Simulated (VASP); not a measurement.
# Si2Ni (Fm-3m) in VASP: further runs, part 2 of 2

VASP 6.6.1. Earlier steps stand in the parts before.

## Step 4: Single point, PBE, collinear spin, ferromagnetic start

This run uses another cell than the first one, of 13.17 Å³/atom, 1.064 times its volume.

Input file INCAR:

```
SYSTEM = Si2Ni
ALGO = Normal ; EDIFF = 1E-7
ENCUT = 520 ; GGA = PE
ISIF = 2 ; ISMEAR = 0
ISPIN = 2 ; LASPH = .TRUE.
LCHARG = .TRUE. ; LELF = .TRUE.
LMAXMIX = 4 ; LORBIT = 11
LREAL = .FALSE. ; LVHAR = .TRUE.
LWAVE = .FALSE. ; MAGMOM = 0 0 2
NBANDS = 20 ; NELM = 150
PREC = Accurate ; SIGMA = 0.05
```

Input file KPOINTS:

```
k-points
0
G
  12 12 12
  0 0 0
```

Input file POSCAR:

```
Si2Ni
1.0
    0.0000000000      2.7030000000      2.7030000000
    2.7030000000      0.0000000000      2.7030000000
    2.7030000000      2.7030000000      0.0000000000
Si Ni
2 1
Direct
    0.2500000000      0.2500000000      0.2500000000
    0.7500000000      0.7500000000      0.7500000000
    0.0000000000      0.0000000000      0.0000000000
```

Potentials or basis: VASP PAW PBE potentials, release 64 (Si, Ni).

Launch:

```console
$ cat potpaw_PBE.64/Si/POTCAR potpaw_PBE.64/Ni/POTCAR > POTCAR
$ mpirun -np 1 vasp_std > vasp.out
```

OUTCAR:

```text
SYSTEM = Si2Ni
   EDIFF = 1E-7
   ENCUT = 520
   GGA = PE
   ISIF = 2
   ISMEAR = 0
   ISPIN = 2
   LASPH = .TRUE.
   LORBIT = 11
   LREAL = .FALSE.
   NELM = 150
   PREC = Accurate

 ion  position               nearest neighbor table
   1  0.250  0.250  0.250-   3 2.34   3 2.34   3 2.34   3 2.34   2 2.70   2 2.70   2 2.70   2 2.70
                             2 2.70   2 2.70
   2  0.750  0.750  0.750-   3 2.34   3 2.34   3 2.34   3 2.34   1 2.70   1 2.70   1 2.70   1 2.70
                             1 2.70   1 2.70
   3  0.000  0.000  0.000-   2 2.34   1 2.34   2 2.34   1 2.34   2 2.34   2 2.34   1 2.34   1 2.34

  LATTYP: Found a face centered cubic cell.
 ALAT       =     5.4060000000

  Lattice vectors:

 A1 = (   0.0000000000,   2.7030000000,   2.7030000000)
 A2 = (   2.7030000000,   0.0000000000,   2.7030000000)
 A3 = (   2.7030000000,   2.7030000000,   0.0000000000)

Analysis of symmetry for initial positions (statically):
=====================================================================
 Subroutine PRICEL returns:
 Original cell was already a primitive cell.

 Routine SETGRP: Setting up the symmetry group for a
 face centered cubic supercell.

 Subroutine GETGRP returns: Found 48 space group operations
 (whereof 48 operations were pure point group operations)
 out of a pool of 48 trial point group operations.

The static configuration has the point symmetry O_h .

Analysis of symmetry for dynamics (positions and initial velocities):
=====================================================================
 Subroutine PRICEL returns:
 Original cell was already a primitive cell.

 Routine SETGRP: Setting up the symmetry group for a
 face centered cubic supercell.

 Subroutine GETGRP returns: Found 48 space group operations
 (whereof 48 operations were pure point group operations)
 out of a pool of 48 trial point group operations.

The dynamic configuration has the point symmetry O_h .

Analysis of structural, dynamic, and magnetic symmetry:
=====================================================================
 Subroutine PRICEL returns:
 Original cell was already a primitive cell.

 Routine SETGRP: Setting up the symmetry group for a
 face centered cubic supercell.

 Subroutine GETGRP returns: Found 48 space group operations
 (whereof 48 operations were pure point group operations)
 out of a pool of 48 trial point group operations.

The overall configuration has the point symmetry O_h .

 Subroutine INISYM returns: Found 48 space group operations
 (whereof 48 operations are pure point group operations),
 and found     1 'primitive' translations

----------------------------------------------------------------------------------------

                                     Primitive cell

  volume of cell :      39.4974

  direct lattice vectors                    reciprocal lattice vectors
     0.000000000  2.703000000  2.703000000    -0.184979652  0.184979652  0.184979652
     2.703000000  0.000000000  2.703000000     0.184979652 -0.184979652  0.184979652
     2.703000000  2.703000000  0.000000000     0.184979652  0.184979652 -0.184979652

  length of vectors
     3.822619259  3.822619259  3.822619259     0.320394156  0.320394156  0.320394156

  position of ions in fractional coordinates (direct lattice)
[... 73 lines left out ...]
   ISTART =      0    job   : 0-new  1-cont  2-samecut
   ICHARG =      2    charge: 1-file 2-atom 10-const
   ISPIN  =      2    spin polarized calculation?
   LNONCOLLINEAR =      F non collinear calculations
   LSORBIT =      F    spin-orbit coupling
   LASPH  =      T    aspherical Exc in radial PAW
   ENCUT  =  520.0 eV  38.22 Ry    6.18 a.u.   7.11  7.11  7.11*2*pi/ulx,y,z
   NELM   =    150;   NELMIN=  2; NELMDL= -5     # of ELM steps
   EDIFF  = 0.1E-06   stopping-criterion for ELM
   LREAL  =      F    real-space projection
   EDIFFG = 0.1E-05   stopping-criterion for IOM
   NSW    =      0    number of steps for IOM
   IBRION =     -1    ionic relax: 0-MD 1-quasi-New 2-CG
   NFREE  =      0    steps in history (QN), initial steepest desc. (CG)
   ISIF   =      2    stress and relaxation
   ISYM   =      2    0-nonsym 1-usesym 2-fastsym
   POTIM  = 0.5000    time-step for ionic-motion
   TEBEG  =    0.0;   TEEND  =   0.0 temperature during run
   PSTRESS=    0.0 pullay stress
   NELECT =      18.0000    total number of electrons
   NUPDOWN=      -1.0000    fix difference up-down
   EMIN   =  10.00;   EMAX   =-10.00  energy-range for DOS
   EFERMI =   0.00;   METHOD = LEGACY
   ISMEAR =     0;   SIGMA  =   0.05  broadening in eV -4-tet -1-fermi 0-gaus
   EFERMI_NEDOS =   21; number of points for ismear=-14 and -15
   IALGO  =     38    algorithm
   IMIX   =      4    mixing-type and parameters
     AMIX     =   0.40;   BMIX     =  1.00
     AMIX_MAG =   1.60;   BMIX_MAG =  1.00
  volume/ion in A,a.u.               =      13.17        88.85
  Fermi-wavevector in a.u.,A,eV,Ry     =   1.259823  2.380721 21.594550  1.587155
  Thomas-Fermi vector in A             =   2.393364
   LORBIT       =     11    0 simple, 1 ext, 2 COOP (PROOUT), +10 PAW based schemes
   GGA     = PE    functional components
   LHFCALC =     F    Hartree Fock is set to
   AEXX    =    0.0000 exact exchange contribution
   IVDW    =     0    specifies the selected vdW correction
   LEPSILON=     F    determine dielectric tensor
   LRPA    =     F    only Hartree local field effects (RPA)
 spin polarized calculation
 Gauss-broadening in eV      SIGMA  =   0.05
  energy-cutoff  :      520.00
  volume of cell :       39.50
 maximum number of plane-waves:      1090
   NGX = 15   NGY = 15   NGZ = 15

 number of electron      17.9999999 magnetization       0.0007412

 number of electron      17.9999999 magnetization      -0.0000055

 Free energy of the ion-electron system (eV)
  ---------------------------------------------------
  ext. energy  EPLUGINS =         0.00000000
  ---------------------------------------------------
  free energy    TOTEN  =       -17.35837512 eV

  energy without entropy =      -17.35698022  energy(sigma->0) =      -17.35767767

 E-fermi :  10.4352     XC(G=0): -11.5866

 val. band max:       10.4284196712   @ k =   0.4167   0.3333   0.0833
 cond. band min:      10.4432534952   @ k =   0.5000   0.3333   0.0000
 fundamental gap:      0.0148338240
 Fermi energy:        10.4352468825

 spin component 1

 k-point     1 :       0.0000    0.0000    0.0000
  band No.  band energies     occupation
      1      -3.3994      1.00000
      2       5.2508      1.00000
      3       5.2508      1.00000
      4       5.2508      1.00000
      5       6.9428      1.00000
      6       6.9428      1.00000
[... 541 lines left out ...]
     19      23.8612      0.00000
     20      24.3836      0.00000

 [... further k-points ...]

 spin component 2

 k-point     1 :       0.0000    0.0000    0.0000
  band No.  band energies     occupation
      1      -3.3994      1.00000
      2       5.2508      1.00000
      3       5.2508      1.00000
      4       5.2508      1.00000
      5       6.9427      1.00000
      6       6.9427      1.00000
[... 541 lines left out ...]
     19      23.8612      0.00000
     20      24.3836      0.00000

 [... further k-points ...]
[... 5 lines left out ...]
  --------------------------------------------------------------------------------------
  -------------------------------------------------------------------------------------
  Total        0.7630652      0.7630652      0.7630652     -0.0000000     -0.0000000      0.0000000
  in kB       30.9530977     30.9530977     30.9530977     -0.0000000     -0.0000000      0.0000000
  external PRESSURE =      30.9530977 kB  Pullay stress =       0.0000000 kB

 VOLUME and BASIS-vectors are now :
 -----------------------------------------------------------------------------
  energy-cutoff  :      520.00
  volume of cell :       39.50
      direct lattice vectors                 reciprocal lattice vectors
     0.000000000  2.703000000  2.703000000    -0.184979652  0.184979652  0.184979652
     2.703000000  0.000000000  2.703000000     0.184979652 -0.184979652  0.184979652
     2.703000000  2.703000000  0.000000000     0.184979652  0.184979652 -0.184979652

 POSITION                                       TOTAL-FORCE (eV/Angst)
 -----------------------------------------------------------------------------------
      1.35150      1.35150      1.35150         0.000000      0.000000      0.000000
      4.05450      4.05450      4.05450        -0.000000     -0.000000     -0.000000
      0.00000      0.00000      0.00000         0.000000     -0.000000     -0.000000
 -----------------------------------------------------------------------------------
    total drift:                               -0.000000     -0.000000      0.000000

  FREE ENERGIE OF THE ION-ELECTRON SYSTEM (eV)
  ---------------------------------------------------
  free  energy   TOTEN  =       -17.3583751174 eV

  energy  without entropy=      -17.3569802203  energy(sigma->0) =      -17.35767767

 total charge

# of ion       s       p       d       tot
------------------------------------------
    1        0.740   0.845   0.000   1.585
    2        0.740   0.845   0.000   1.585
    3        0.559   0.801   8.449   9.809
--------------------------------------------------
tot          2.038   2.492   8.449  12.979

 magnetization (x)

# of ion       s       p       d       tot
------------------------------------------
    1        0.000  -0.000   0.000  -0.000
    2        0.000  -0.000   0.000  -0.000
    3        0.000   0.000   0.000   0.000
--------------------------------------------------
tot          0.000  -0.000   0.000   0.000
```

Wall time 2.2 min (1 thread of AMD EPYC 7R43 (Zen 3), shared host); peak memory 0.19 GiB.

Results:

```
Free energy                                           : -17.3584 eV
Pressure                                              : 3.1 GPa
Band gap on the k mesh                                : zero (filled and empty bands overlap)
Net moment                                            : 0.00 μB per cell
Valence electrons inside the program's atomic spheres : Si 1.58; Ni 9.81
```

Caveat: the starting moments collapsed, and a magnetic state may lie lower.
